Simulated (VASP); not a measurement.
# Sb (I4/mmm) in VASP: notebook

Sb is run at these levels: PBE; tasks: single point.

Everything below comes from runs of VASP 6.6.1. Logs are shortened: lines on timing, memory, paths and dates and some standing lists are left out, and cuts for length are marked.

**1. The cell of the first run**

The structure is tetragonal, space group I4/mmm (No. 139). The conventional cell has a = 3.069 Å, b = 3.069 Å, c = 5.057 Å, α = 90.00°, β = 90.00°, γ = 90.00°. Within 4.0 Å of Sb (site symmetry 4/mmm) lie 12 Sb at 3.07 to 3.33 Å.

**2. Single point, PBE (volume scaled by 1.06)**

INCAR

```
PREC     = Accurate       # precision mode
ENCUT    = 520            # plane-wave cutoff, eV
EDIFF    = 1E-6           # SCF threshold, eV
ISMEAR   = -1             # smearing method
SIGMA    = 0.05           # smearing width, eV
LREAL    = False          # projectors in reciprocal space
LASPH    = True           # aspherical terms in the spheres
NELM     = 80             # most SCF steps
ALGO     = Normal         # electronic algorithm
ISIF     = 2              # what is computed and relaxed
LWAVE    = False          # write WAVECAR
LCHARG   = False          # write CHGCAR
GGA      = PE             # functional
NBANDS   = 8              # bands
```

KPOINTS

```
Automatic mesh
0
Gamma
  19 19 19
```

POSCAR

```
Sb
1.0
   -1.5345172977      1.5345172977      2.5286397996
    1.5345172977     -1.5345172977      2.5286397996
    1.5345172977      1.5345172977     -2.5286397996
Sb
1
Direct
    0.0000000000      0.0000000000      0.0000000000
```

Potentials or basis: VASP PAW PBE potentials, release 64 (Sb).

The run is started by

```bash
cat potpaw_PBE.64/Sb/POTCAR > POTCAR
mpirun -np 1 vasp_std > vasp.out
```

OUTCAR:

```text
PREC = Accurate
   ENCUT = 520
   EDIFF = 1E-6
   ISMEAR = -1
   LREAL = False
   LASPH = True
   NELM = 80
   ISIF = 2
   GGA = PE

 ion  position               nearest neighbor table
   1  0.000  0.000  0.000-

  LATTYP: Found a body centered tetragonal cell.
 ALAT       =     3.0690345954
 C/A-ratio  =     1.6478405316

  Lattice vectors:

 A1 = (  -1.5345172977,   1.5345172977,   2.5286397996)
 A2 = (   1.5345172977,  -1.5345172977,   2.5286397996)
 A3 = (   1.5345172977,   1.5345172977,  -2.5286397996)

Analysis of symmetry for initial positions (statically):
=====================================================================
 Subroutine PRICEL returns:
 Original cell was already a primitive cell.

 Routine SETGRP: Setting up the symmetry group for a
 body centered tetragonal supercell.

 Subroutine GETGRP returns: Found 16 space group operations
 (whereof 16 operations were pure point group operations)
 out of a pool of 16 trial point group operations.

The static configuration has the point symmetry D_4h.

Analysis of symmetry for dynamics (positions and initial velocities):
=====================================================================
 Subroutine PRICEL returns:
 Original cell was already a primitive cell.

 Routine SETGRP: Setting up the symmetry group for a
 body centered tetragonal supercell.

 Subroutine GETGRP returns: Found 16 space group operations
 (whereof 16 operations were pure point group operations)
 out of a pool of 16 trial point group operations.

The dynamic configuration has the point symmetry D_4h.

 Subroutine INISYM returns: Found 16 space group operations
 (whereof 16 operations are pure point group operations),
 and found     1 'primitive' translations

----------------------------------------------------------------------------------------

                                     Primitive cell

  volume of cell :      23.8172

  direct lattice vectors                    reciprocal lattice vectors
    -1.534517298  1.534517298  2.528639800     0.000000000  0.325835363  0.197734766
     1.534517298 -1.534517298  2.528639800     0.325835363  0.000000000  0.197734766
     1.534517298  1.534517298 -2.528639800     0.325835363  0.325835363  0.000000000

  length of vectors
     3.332192358  3.332192358  3.332192358     0.381140028  0.381140028  0.460800789

  position of ions in fractional coordinates (direct lattice)
     0.000000000  0.000000000  0.000000000

  ion indices of the primitive-cell ions
   primitive index   ion index
                 1           1

----------------------------------------------------------------------------------------

 KPOINTS: Automatic mesh

Automatic generation of k-mesh.
 Grid dimensions read from file:
 generate k-points for:   19   19   19

 Generating k-lattice:

  Cartesian coordinates                     Fractional coordinates (reciprocal lattice)
     0.000000000  0.017149230  0.010407093     0.052631579 -0.000000000  0.000000000
     0.017149230  0.000000000  0.010407093    -0.000000000  0.052631579  0.000000000
     0.017149230  0.017149230  0.000000000     0.000000000  0.000000000  0.052631579

  Length of vectors
     0.020060001  0.020060001  0.024252673

  Shift w.r.t. Gamma in fractional coordinates (k-lattice)
     0.000000000  0.000000000  0.000000000

 Subroutine IBZKPT returns following result:
 ===========================================

 Found    550 irreducible k-points:

 Following reciprocal coordinates:
            Coordinates               Weight
  0.000000  0.000000  0.000000      1.000000
  0.052632  0.000000 -0.000000      8.000000
  0.105263  0.000000 -0.000000      8.000000
  0.157895  0.000000  0.000000      8.000000
  0.210526 -0.000000  0.000000      8.000000
  0.263158  0.000000 -0.000000      8.000000
[... 16 lines left out ...]
 -0.315789  0.052632  0.000000     16.000000
 -0.263158  0.052632  0.000000     16.000000
 [... further k-points ...]
   k-points           NKPTS =    550   k-points in BZ     NKDIM =    550   number of bands    NBANDS=      8
   number of dos      NEDOS =    301   number of ions     NIONS =      1
   total plane-waves  NPLWV =  21952
   dimension x,y,z NGX =    28 NGY =   28 NGZ =   28
   dimension x,y,z NGXF=    56 NGYF=   56 NGZF=   56
   ions per type =               1
   NGX,Y,Z   is equivalent  to a cutoff of  13.97, 13.97, 13.97 a.u.
   NGXF,Y,Z  is equivalent  to a cutoff of  27.94, 27.94, 27.94 a.u.
 SYSTEM =  unknown system
   PREC   = accura    normal or accurate (medium, high low for compatibility)
   ISTART =      0    job   : 0-new  1-cont  2-samecut
   ICHARG =      2    charge: 1-file 2-atom 10-const
   ISPIN  =      1    spin polarized calculation?
   LNONCOLLINEAR =      F non collinear calculations
   LSORBIT =      F    spin-orbit coupling
   LASPH  =      T    aspherical Exc in radial PAW
   ENCUT  =  520.0 eV  38.22 Ry    6.18 a.u.   6.20  6.20  6.20*2*pi/ulx,y,z
   NELM   =     80;   NELMIN=  2; NELMDL= -5     # of ELM steps
   EDIFF  = 0.1E-05   stopping-criterion for ELM
   LREAL  =      F    real-space projection
   EDIFFG = 0.1E-04   stopping-criterion for IOM
   NSW    =      0    number of steps for IOM
   IBRION =     -1    ionic relax: 0-MD 1-quasi-New 2-CG
   NFREE  =      0    steps in history (QN), initial steepest desc. (CG)
   ISIF   =      2    stress and relaxation
   ISYM   =      2    0-nonsym 1-usesym 2-fastsym
   POTIM  = 0.5000    time-step for ionic-motion
   TEBEG  =    0.0;   TEEND  =   0.0 temperature during run
   PSTRESS=    0.0 pullay stress
   NELECT =       5.0000    total number of electrons
   NUPDOWN=      -1.0000    fix difference up-down
   EMIN   =  10.00;   EMAX   =-10.00  energy-range for DOS
   EFERMI =   0.00;   METHOD = LEGACY
   ISMEAR =    -1;   SIGMA  =   0.05  broadening in eV -4-tet -1-fermi 0-gaus
   EFERMI_NEDOS =   21; number of points for ismear=-14 and -15
   IALGO  =     38    algorithm
   IMIX   =      4    mixing-type and parameters
     AMIX     =   0.40;   BMIX     =  1.00
     AMIX_MAG =   1.60;   BMIX_MAG =  1.00
  volume/ion in A,a.u.               =      23.82       160.73
  Fermi-wavevector in a.u.,A,eV,Ry     =   0.972974  1.838655 12.880347  0.946679
  Thomas-Fermi vector in A             =   2.103316
   LORBIT       =      0    0 simple, 1 ext, 2 COOP (PROOUT), +10 PAW based schemes
   GGA     = PE    functional components
   LHFCALC =     F    Hartree Fock is set to
   AEXX    =    0.0000 exact exchange contribution
   IVDW    =     0    specifies the selected vdW correction
   LEPSILON=     F    determine dielectric tensor
   LRPA    =     F    only Hartree local field effects (RPA)
 non-spin polarized calculation
  energy-cutoff  :      520.00
  volume of cell :       23.82
 maximum number of plane-waves:       653
 NGX is ok and might be reduce to    28
   NGX = 13   NGY = 13   NGZ = 13

 number of electron       5.0000000 magnetization

 Free energy of the ion-electron system (eV)
  ---------------------------------------------------
  ext. energy  EPLUGINS =         0.00000000
  ---------------------------------------------------
  free energy    TOTEN  =        -3.71742239 eV

  energy without entropy =       -3.71254721  energy(sigma->0) =       -3.71498480

 E-fermi :  10.2649     XC(G=0): -10.7731

 val. band max:       10.2524666861   @ k =  -0.2105  -0.2105   0.0526
 cond. band min:      10.2653733301   @ k =   0.2632   0.2632   0.1579
 fundamental gap:      0.0129066439
 Fermi energy:        10.2649312157

 k-point     1 :       0.0000    0.0000    0.0000
  band No.  band energies     occupation
      1      -3.7491      2.00000
      2      16.2058      0.00000
      3      16.5353      0.00000
      4      16.5353      0.00000
      5      20.1062      0.00000
      6      20.6979      0.00000
      7      21.1557      0.00000
      8      21.1557      0.00000

 k-point     2 :       0.0526    0.0000   -0.0000
  band No.  band energies     occupation
      1      -3.6870      2.00000
      2      15.7659      0.00000
      3      16.1434      0.00000
      4      16.5012      0.00000
      5      19.8958      0.00000
      6      20.4743      0.00000
      7      21.2716      0.00000
      8      21.5480      0.00000

 k-point     3 :       0.1053    0.0000   -0.0000
  band No.  band energies     occupation
      1      -3.5009      2.00000
      2      14.3176      0.00000
      3      15.6751      0.00000
      4      16.4125      0.00000
      5      19.3871      0.00000
      6      20.4254      0.00000
      7      21.5995      0.00000
      8      21.6159      0.00000

 k-point     4 :       0.1579    0.0000    0.0000
  band No.  band energies     occupation
      1      -3.1912      2.00000
      2      12.5788      0.00000
      3      15.1134      0.00000
      4      16.2997      0.00000
      5      18.9133      0.00000
      6      20.1119      0.00000
      7      22.0815      0.00000
      8      22.2860      0.00000

 k-point     5 :       0.2105   -0.0000    0.0000
  band No.  band energies     occupation
      1      -2.7592      2.00000
      2      10.8002      0.00004
      3      14.5339      0.00000
      4      16.1921      0.00000
      5      18.4602      0.00000
      6      19.8832      0.00000
      7      22.5620      0.00000
      8      23.1435      0.00000
[... 177 lines left out ...]
 k-point    22 :      -0.3684    0.0526    0.0000
  band No.  band energies     occupation
      1      -0.9382      2.00000
      2       6.3728      2.00000
      3      13.0335      0.00000
      4      15.7464      0.00000
      5      17.7329      0.00000
      6      19.9353      0.00000
      7      21.2674      0.00000
      8      22.9172      0.00000

 k-point    23 :      -0.3158    0.0526    0.0000
  band No.  band energies     occupation
      1      -1.6743      2.00000
      2       7.9081      2.00000
      3      13.3967      0.00000
      4      15.8329      0.00000
      5      18.0210      0.00000
      6      20.2398      0.00000
      7      21.4063      0.00000
      8      23.1548      0.00000

 k-point    24 :      -0.2632    0.0526    0.0000
  band No.  band energies     occupation
      1      -2.3089      2.00000
      2       9.5649      2.00000
      3      13.8544      0.00000
      4      15.9338      0.00000
      5      18.3556      0.00000
      6      20.4262      0.00000
      7      21.8239      0.00000
      8      22.5208      0.00000

 [... further k-points ...]
[... 5 lines left out ...]
  --------------------------------------------------------------------------------------
  -------------------------------------------------------------------------------------
  Total        1.8500734      1.8500734      1.6729377      0.0000000     -0.0000000      0.0000000
  in kB      124.4540418    124.4540418    112.5381621      0.0000000     -0.0000000      0.0000000
  external PRESSURE =     120.4820819 kB  Pullay stress =       0.0000000 kB

 VOLUME and BASIS-vectors are now :
 -----------------------------------------------------------------------------
  energy-cutoff  :      520.00
  volume of cell :       23.82
      direct lattice vectors                 reciprocal lattice vectors
    -1.534517298  1.534517298  2.528639800     0.000000000  0.325835363  0.197734766
     1.534517298 -1.534517298  2.528639800     0.325835363  0.000000000  0.197734766
     1.534517298  1.534517298 -2.528639800     0.325835363  0.325835363  0.000000000

 POSITION                                       TOTAL-FORCE (eV/Angst)
 -----------------------------------------------------------------------------------
      0.00000      0.00000      0.00000         0.000000      0.000000      0.000000
 -----------------------------------------------------------------------------------
    total drift:                                0.000000      0.000000      0.000000

  FREE ENERGIE OF THE ION-ELECTRON SYSTEM (eV)
  ---------------------------------------------------
  free  energy   TOTEN  =        -3.7174223896 eV

  energy  without entropy=       -3.7125472114  energy(sigma->0) =       -3.71498480
```

Wall time 46 s (1 thread of Intel Xeon 6975P-C (Granite Rapids), shared host); peak memory 0.23 GiB.

Results:

```
Free energy : -3.7174 eV
Pressure    : 12.0 GPa
```

Levels at points of the mesh, in eV from the Fermi level:
| k point | band 1 | band 2 | band 3 | band 4 | band 5 | band 6 | band 7 |
| --- | --- | --- | --- | --- | --- | --- | --- |
| (0.00, 0.00, 0.00) | -14.01 | 5.94 | 6.27 | 6.27 | 9.84 | 10.43 | 10.89 |

Caveat: spin-orbit coupling is left out, which moves the levels of the heavy elements.

**3. Single point, PBE (volume scaled by 0.95)**

INCAR

```
ALGO     = Normal         # electronic algorithm
EDIFF    = 1E-7           # SCF threshold, eV
ENCUT    = 520            # plane-wave cutoff, eV
GGA      = PE             # functional
ISIF     = 2              # what is computed and relaxed
ISMEAR   = -1             # smearing method
LASPH    = T              # aspherical terms in the spheres
LCHARG   = F              # write CHGCAR
LREAL    = F              # projectors in reciprocal space
LWAVE    = F              # write WAVECAR
NBANDS   = 8              # bands
NELM     = 100            # most SCF steps
PREC     = Accurate       # precision mode
SIGMA    = 0.05           # smearing width, eV
```

KPOINTS

```
k-points
0
Gamma
  19 19 19
```

POSCAR

```
Sb
1.0
   -1.4794865966      1.4794865966      2.4379579798
    1.4794865966     -1.4794865966      2.4379579798
    1.4794865966      1.4794865966     -2.4379579798
Sb
1
Direct
    0.0000000000      0.0000000000      0.0000000000
```

Potentials or basis: VASP PAW PBE potentials, release 64 (Sb).

The run is started by

```bash
cat potpaw_PBE.64/Sb/POTCAR > POTCAR
mpirun -np 1 vasp_std > vasp.out
```

OUTCAR:

```text
EDIFF = 1E-7
   ENCUT = 520
   GGA = PE
   ISIF = 2
   ISMEAR = -1
   LASPH = T
   LREAL = F
   NELM = 100
   PREC = Accurate

 ion  position               nearest neighbor table
   1  0.000  0.000  0.000-

  LATTYP: Found a body centered tetragonal cell.
 ALAT       =     2.9589731932
 C/A-ratio  =     1.6478405316

  Lattice vectors:

 A1 = (  -1.4794865966,   1.4794865966,   2.4379579798)
 A2 = (   1.4794865966,  -1.4794865966,   2.4379579798)
 A3 = (   1.4794865966,   1.4794865966,  -2.4379579798)
[... 433 lines left out ...]
  band No.  band energies     occupation
      1      -1.5206      2.00000
      2      11.2950      2.00000
      3      16.0091      0.00000
      4      18.3732      0.00000
      5      20.4548      0.00000
      6      22.3937      0.00000
      7      24.0268      0.00000
      8      24.6784      0.00000

 [... further k-points ...]
[... 5 lines left out ...]
  --------------------------------------------------------------------------------------
  -------------------------------------------------------------------------------------
  Total        3.7636258      3.7636258      3.3044653      0.0000000      0.0000000      0.0000000
  in kB      282.4936809    282.4936809    248.0295918      0.0000000      0.0000000      0.0000000
  external PRESSURE =     271.0056512 kB  Pullay stress =       0.0000000 kB

 VOLUME and BASIS-vectors are now :
 -----------------------------------------------------------------------------
  energy-cutoff  :      520.00
  volume of cell :       21.35
      direct lattice vectors                 reciprocal lattice vectors
    -1.479486597  1.479486597  2.437957980     0.000000000  0.337955072  0.205089671
     1.479486597 -1.479486597  2.437957980     0.337955072  0.000000000  0.205089671
     1.479486597  1.479486597 -2.437957980     0.337955072  0.337955072  0.000000000

 POSITION                                       TOTAL-FORCE (eV/Angst)
 -----------------------------------------------------------------------------------
      0.00000      0.00000      0.00000         0.000000      0.000000      0.000000
 -----------------------------------------------------------------------------------
    total drift:                                0.000000     -0.000000     -0.000000

  FREE ENERGIE OF THE ION-ELECTRON SYSTEM (eV)
  ---------------------------------------------------
  free  energy   TOTEN  =        -3.4263059339 eV

  energy  without entropy=       -3.4221841604  energy(sigma->0) =       -3.42424505
```

OSZICAR:

```text
N       E                     dE             d eps       ncg     rms          rms(c)
DAV:   1     0.552708144688E+01    0.55271E+01   -0.17482E+03  9056   0.419E+02
DAV:   2    -0.335177504313E+01   -0.88789E+01   -0.84866E+01 12216   0.549E+01
DAV:   3    -0.343499333491E+01   -0.83218E-01   -0.83033E-01 10888   0.602E+00
DAV:   4    -0.343520379864E+01   -0.21046E-03   -0.21046E-03 13448   0.351E-01
DAV:   5    -0.343520410298E+01   -0.30433E-06   -0.30348E-06 11184   0.888E-03    0.272E+00
DAV:   6    -0.342962192127E+01    0.55822E-02   -0.61975E-04 12704   0.147E-01    0.162E+00
DAV:   7    -0.342631494053E+01    0.33070E-02   -0.14925E-03 11000   0.222E-01    0.376E-02
DAV:   8    -0.342630614810E+01    0.87924E-05   -0.47345E-05 12096   0.468E-02    0.678E-03
DAV:   9    -0.342630632087E+01   -0.17277E-06   -0.95438E-07 12784   0.703E-03    0.331E-03
DAV:  10    -0.342630592369E+01    0.39718E-06   -0.72402E-08 11288   0.156E-03    0.479E-04
DAV:  11    -0.342630593392E+01   -0.10225E-07   -0.25362E-09  5752   0.355E-04
   1 F= -.34263059E+01 E0= -.34242450E+01  d E =-.412177E-02
```

It took 85 s on 1 thread of Intel Xeon 8259CL, shared host; peak memory 0.22 GiB.

Results:

- Free energy: -3.4263 eV
- Pressure: 27.1 GPa

Stress tensor (GPa, compression positive):
```
28.25  0.00  0.00
 0.00 28.25  0.00
 0.00  0.00 24.80
```

Levels at points of the mesh, in eV from the Fermi level:
| k point | band 1 | band 2 | band 3 | band 4 | band 5 | band 6 | band 7 |
| --- | --- | --- | --- | --- | --- | --- | --- |
| (0.00, 0.00, 0.00) | -15.07 | 6.96 | 7.16 | 7.16 | 10.26 | 10.35 | 11.28 |

Caveat: spin-orbit coupling is left out, which moves the levels of the heavy elements.

(Part 1 of 2 ends here.)
